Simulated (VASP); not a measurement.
# MgZn4O (Cmmm) in VASP: further runs

Runs on MgZn4O. Level: PBE. Tasks: single point.

Program: VASP 6.6.1. These are calculated values, not measurements. Logs are shortened: lines on timing, memory, paths and dates and some standing lists are left out, and cuts for length are marked.

### 1 The cell of the first run

Symmetry: Cmmm, No. 65, orthorhombic system. Conventional cell: a = 8.416 Å, b = 8.559 Å, c = 3.209 Å, α = 90.00°, β = 90.00°, γ = 90.00°. Within 3.5 Å of Mg (site symmetry mmm) lie 6 Zn at 2.66 to 2.69 Å and 2 Mg at 3.21 Å. Zn (site symmetry 2mm) has 1 O at 2.06 Å and 2 Mg at 2.69 Å within 2.7 Å. Within 3.0 Å of Zn (site symmetry m2m) lie 2 O at 2.28 Å and 1 Mg at 2.66 Å. O (site symmetry mmm) has 6 Zn at 2.06 to 2.28 Å within 2.7 Å.

### 2 Single point, PBE

Contents of INCAR:

```
PREC = Accurate
ENCUT = 520
EDIFF = 1E-6
ISMEAR = 0
SIGMA = 0.2
LREAL = F
LASPH = T
NELM = 80
ALGO = Normal
ISIF = 2
LWAVE = F
LCHARG = F
GGA = PE
NBANDS = 37
```

Contents of KPOINTS:

```
regular mesh
0
Gamma
  3 3 5
```

Contents of POSCAR:

```
MgZn4O
1.0
    4.2081463728     -4.2796977684      0.0000000000
    4.2081463728      4.2796977684      0.0000000000
    0.0000000000      0.0000000000      3.2091277781
Mg Zn O
1 4 1
Direct
    0.5000000000      0.5000000000      0.5000000000
    0.7557950951      0.7557950951      0.0000000000
    0.8111657712      0.1888342288      0.5000000000
    0.1888342288      0.8111657712      0.5000000000
    0.2442049049      0.2442049049      0.0000000000
    0.0000000000      0.0000000000      0.0000000000
```

Potentials or basis: VASP PAW PBE potentials, release 64 (Mg, Zn, O).

Command:

```
cat potpaw_PBE.64/Mg/POTCAR potpaw_PBE.64/Zn/POTCAR potpaw_PBE.64/O/POTCAR > POTCAR
mpirun -np 1 vasp_std > vasp.out
```

OUTCAR:

```text
PREC = Accurate
   ENCUT = 520
   EDIFF = 1E-6
   ISMEAR = 0
   LREAL = F
   LASPH = T
   NELM = 80
   ISIF = 2
   GGA = PE

 ion  position               nearest neighbor table
   1  0.500  0.500  0.500-   3 2.66   4 2.66   2 2.69   5 2.69   2 2.69   5 2.69
   2  0.756  0.756  0.000-   6 2.06   1 2.69   1 2.69
   3  0.811  0.189  0.500-   6 2.28   6 2.28   1 2.66
   4  0.189  0.811  0.500-   6 2.28   6 2.28   1 2.66
   5  0.244  0.244  0.000-   6 2.06   1 2.69   1 2.69
   6  0.000  0.000  0.000-   2 2.06   5 2.06   4 2.28   3 2.28   3 2.28   4 2.28

  LATTYP: Found a base centered orthorhombic cell.
 ALAT       =     8.4162927456
 B/A-ratio  =     1.0170030672
 C/A-ratio  =     0.3812994480

  Lattice vectors:

 A1 = (   4.2081463728,  -4.2796977684,   0.0000000000)
 A2 = (   4.2081463728,   4.2796977684,   0.0000000000)
 A3 = (   0.0000000000,   0.0000000000,   3.2091277781)

Analysis of symmetry for initial positions (statically):
=====================================================================
 Subroutine PRICEL returns:
 Original cell was already a primitive cell.

 Routine SETGRP: Setting up the symmetry group for a
 base centered orthorhombic supercell.

 Subroutine GETGRP returns: Found  8 space group operations
 (whereof  8 operations were pure point group operations)
 out of a pool of  8 trial point group operations.

The static configuration has the point symmetry D_2h.

Analysis of symmetry for dynamics (positions and initial velocities):
=====================================================================
 Subroutine PRICEL returns:
 Original cell was already a primitive cell.

 Routine SETGRP: Setting up the symmetry group for a
 base centered orthorhombic supercell.

 Subroutine GETGRP returns: Found  8 space group operations
 (whereof  8 operations were pure point group operations)
 out of a pool of  8 trial point group operations.

The dynamic configuration has the point symmetry D_2h.

 Subroutine INISYM returns: Found  8 space group operations
 (whereof  8 operations are pure point group operations),
 and found     1 'primitive' translations

----------------------------------------------------------------------------------------

                                     Primitive cell

  volume of cell :     115.5902

  direct lattice vectors                    reciprocal lattice vectors
[... 84 lines left out ...]
   EDIFFG = 0.1E-04   stopping-criterion for IOM
   NSW    =      0    number of steps for IOM
   IBRION =     -1    ionic relax: 0-MD 1-quasi-New 2-CG
   NFREE  =      0    steps in history (QN), initial steepest desc. (CG)
   ISIF   =      2    stress and relaxation
   ISYM   =      2    0-nonsym 1-usesym 2-fastsym
   POTIM  = 0.5000    time-step for ionic-motion
   TEBEG  =    0.0;   TEEND  =   0.0 temperature during run
   PSTRESS=    0.0 pullay stress
   NELECT =      56.0000    total number of electrons
   NUPDOWN=      -1.0000    fix difference up-down
   EMIN   =  10.00;   EMAX   =-10.00  energy-range for DOS
   EFERMI =   0.00;   METHOD = LEGACY
   ISMEAR =     0;   SIGMA  =   0.20  broadening in eV -4-tet -1-fermi 0-gaus
   EFERMI_NEDOS =   21; number of points for ismear=-14 and -15
   IALGO  =     38    algorithm
   IMIX   =      4    mixing-type and parameters
     AMIX     =   0.40;   BMIX     =  1.00
     AMIX_MAG =   1.60;   BMIX_MAG =  1.00
  volume/ion in A,a.u.               =      19.27       130.01
  Fermi-wavevector in a.u.,A,eV,Ry     =   1.285772  2.429756 22.493272  1.653209
  Thomas-Fermi vector in A             =   2.417886
   LORBIT       =      0    0 simple, 1 ext, 2 COOP (PROOUT), +10 PAW based schemes
   GGA     = PE    functional components
   LHFCALC =     F    Hartree Fock is set to
   AEXX    =    0.0000 exact exchange contribution
   IVDW    =     0    specifies the selected vdW correction
   LEPSILON=     F    determine dielectric tensor
   LRPA    =     F    only Hartree local field effects (RPA)
 non-spin polarized calculation
 Gauss-broadening in eV      SIGMA  =   0.20
  energy-cutoff  :      520.00
  volume of cell :      115.59
 maximum number of plane-waves:      3131
 NGX is ok and might be reduce to    48
   NGX = 23   NGY = 23   NGZ = 11

 number of electron      56.0000029 magnetization

 Free energy of the ion-electron system (eV)
  ---------------------------------------------------
  ext. energy  EPLUGINS =         0.00000000
  ---------------------------------------------------
  free energy    TOTEN  =       -11.30022176 eV

  energy without entropy =      -11.26440210  energy(sigma->0) =      -11.28231193

 E-fermi :   1.4965     XC(G=0):  -9.5601

 val. band max:        1.3605028746   @ k =   0.0000   0.0000   0.2000
 cond. band min:       1.4971883693   @ k =   0.3333   0.0000   0.2000
 fundamental gap:      0.1366854948
 Fermi energy:         1.4965225392

 k-point     1 :       0.0000    0.0000    0.0000
  band No.  band energies     occupation
      1     -17.8401      2.00000
      2      -6.5442      2.00000
      3      -6.2407      2.00000
      4      -5.9009      2.00000
      5      -5.8858      2.00000
      6      -5.8449      2.00000
[... 469 lines left out ...]
     36       7.2505      0.00000
     37       7.8922      0.00000

------------------------ aborting loop because EDIFF is reached ----------------------------------------

  FORCE on cell =-STRESS in cart. coord.  units (eV):
  Direction    XX          YY          ZZ          XY          YZ          ZX
  --------------------------------------------------------------------------------------
  -------------------------------------------------------------------------------------
  Total       -0.0586466     -0.0443003      0.1199175      0.0000000      0.0000000      0.0000000
  in kB       -0.8128912     -0.6140389      1.6621582      0.0000000      0.0000000      0.0000000
  external PRESSURE =       0.0784094 kB  Pullay stress =       0.0000000 kB

 VOLUME and BASIS-vectors are now :
 -----------------------------------------------------------------------------
  energy-cutoff  :      520.00
  volume of cell :      115.59
      direct lattice vectors                 reciprocal lattice vectors
     4.208146373 -4.279697768  0.000000000     0.118817160 -0.116830680  0.000000000
     4.208146373  4.279697768  0.000000000     0.118817160  0.116830680  0.000000000
     0.000000000  0.000000000  3.209127778     0.000000000  0.000000000  0.311611151

 POSITION                                       TOTAL-FORCE (eV/Angst)
 -----------------------------------------------------------------------------------
      4.20815      0.00000      1.60456        -0.000000      0.000000      0.000000
      6.36099      0.00000      0.00000        -0.042235      0.000000      0.000000
      4.20815     -2.66339      1.60456         0.000000      0.071132      0.000000
      4.20815      2.66339      1.60456         0.000000     -0.071132      0.000000
      2.05530      0.00000      0.00000         0.042235      0.000000      0.000000
      0.00000      0.00000      0.00000        -0.000000      0.000000      0.000000
 -----------------------------------------------------------------------------------
    total drift:                                0.000000      0.000000     -0.000000

  FREE ENERGIE OF THE ION-ELECTRON SYSTEM (eV)
  ---------------------------------------------------
  free  energy   TOTEN  =       -11.3002217623 eV

  energy  without entropy=      -11.2644020951  energy(sigma->0) =      -11.28231193
```

Wall time 53 s (1 thread of AMD EPYC 9R45 (Zen 5), shared host); peak memory 0.2 GiB.

Results:

| Item | Value |
| --- | --- |
| Free energy | -11.3002 eV |
| Pressure | 0.0 GPa |
| Largest force | 0.071 eV/Å |
| Band gap on the k mesh | zero (band 28 reaches 1.50 eV, above the bottom of band 29 at 0.42 eV) |

Forces on the atoms (eV/Å):
```
Mg   0.000  0.000  0.000
Zn  -0.042  0.000  0.000
Zn   0.000  0.071  0.000
Zn   0.000 -0.071  0.000
Zn   0.042  0.000  0.000
O    0.000  0.000  0.000
```

Caveat: the k points lie up to 0.39 Å⁻¹ apart.

### 3 Single point, PBE

This run uses another cell than the first one, of 19.20 Å³/atom, 0.996 times its volume.

Contents of INCAR:

```
SYSTEM = MgZn4O
PREC = Accurate
ENCUT = 520
EDIFF = 1E-6
ISMEAR = 0
SIGMA = 0.2
LREAL = .False.
LASPH = .True.
NELM = 100
ALGO = Normal
ISIF = 2
LWAVE = .False.
LCHARG = .True.
GGA = PE
LELF = .True.
LVHAR = .True.
NBANDS = 37
```

Contents of KPOINTS:

```
regular mesh
0
Gamma
  3 3 5
  0 0 0
```

Contents of POSCAR:

```
MgZn4O
1.0
    4.2690697562     -4.1842619756      0.0000000000
    4.2690697562      4.1842619756      0.0000000000
    0.0000000000      0.0000000000      3.2240800600
Mg Zn O
1 4 1
Direct
    0.5000000000      0.5000000000      0.0000000000
    0.8113945281      0.8113945281      0.0000000000
    0.7555362820      0.2444637180      0.5000000000
    0.1886054719      0.1886054719      0.0000000000
    0.2444637180      0.7555362820      0.5000000000
    0.0000000000      0.0000000000      0.5000000000
```

Potentials or basis: VASP PAW PBE potentials, release 64 (Mg, Zn, O).

Command:

```
cat potpaw_PBE.64/Mg/POTCAR potpaw_PBE.64/Zn/POTCAR potpaw_PBE.64/O/POTCAR > POTCAR
mpirun -np 1 vasp_std > vasp.out
```

OUTCAR:

```text
SYSTEM = MgZn4O
   PREC = Accurate
   ENCUT = 520
   EDIFF = 1E-6
   ISMEAR = 0
   LREAL = .False.
   LASPH = .True.
   NELM = 100
   ISIF = 2
   GGA = PE

 ion  position               nearest neighbor table
   1  0.500  0.500  0.000-   2 2.66   4 2.66   3 2.68   5 2.68   3 2.68   5 2.68
   2  0.811  0.811  0.000-   6 2.28   6 2.28   1 2.66
   3  0.756  0.244  0.500-   6 2.05   1 2.68   1 2.68
   4  0.189  0.189  0.000-   6 2.28   6 2.28   1 2.66
   5  0.244  0.756  0.500-   6 2.05   1 2.68   1 2.68
[... 675 lines left out ...]
  -------------------------------------------------------------------------------------
  Total        0.1446247      0.3042265      0.0808215     -0.0000000      0.0000000      0.0000000
  in kB        2.0117088      4.2317470      1.1242149     -0.0000000      0.0000000      0.0000000
  external PRESSURE =       2.4558902 kB  Pullay stress =       0.0000000 kB

 VOLUME and BASIS-vectors are now :
 -----------------------------------------------------------------------------
  energy-cutoff  :      520.00
  volume of cell :      115.18
      direct lattice vectors                 reciprocal lattice vectors
     4.269069756 -4.184261976  0.000000000     0.117121534 -0.119495386  0.000000000
     4.269069756  4.184261976  0.000000000     0.117121534  0.119495386  0.000000000
     0.000000000  0.000000000  3.224080060     0.000000000  0.000000000  0.310165995

 POSITION                                       TOTAL-FORCE (eV/Angst)
 -----------------------------------------------------------------------------------
      4.26907      0.00000      0.00000         0.000000     -0.000000      0.000000
      6.92780      0.00000      0.00000        -0.082473      0.000000      0.000000
      4.26907     -2.13846      1.61204         0.000000      0.059853     -0.000000
      1.61034      0.00000      0.00000         0.082473      0.000000      0.000000
      4.26907      2.13846      1.61204         0.000000     -0.059853      0.000000
      0.00000      0.00000      1.61204         0.000000      0.000000      0.000000
 -----------------------------------------------------------------------------------
    total drift:                                0.000000     -0.000000     -0.000000

  FREE ENERGIE OF THE ION-ELECTRON SYSTEM (eV)
  ---------------------------------------------------
  free  energy   TOTEN  =       -11.2996528413 eV

  energy  without entropy=      -11.2653006197  energy(sigma->0) =      -11.28247673
```

Run time: 60 s. Hardware: 1 thread of AMD EPYC 7R43 (Zen 3), shared host; peak memory 0.2 GiB.

Results:

| Property | Result |
| --- | --- |
| Free energy | -11.2997 eV |
| Pressure | 0.2 GPa |
| Largest force | 0.082 eV/Å |
| Band gap on the k mesh | zero (band 28 reaches 1.52 eV, above the bottom of band 29 at 0.45 eV) |

Forces in eV/Å, atoms in the order of the input:
```
Mg   0.000  0.000  0.000
Zn  -0.082  0.000  0.000
Zn   0.000  0.060  0.000
Zn   0.082  0.000  0.000
Zn   0.000 -0.060  0.000
O    0.000  0.000  0.000
```

Levels at points of the mesh, in eV from the Fermi level:
```csv
k point,band 24,band 25,band 26,band 27,band 28,band 29,band 30,band 31,band 32,band 33
"(0.00, 0.00, 0.00)",-5.23,-3.29,-2.22,-1.64,-1.44,-1.08,0.25,2.79,3.13,5.00
```

Caveat: the k points lie up to 0.39 Å⁻¹ apart.
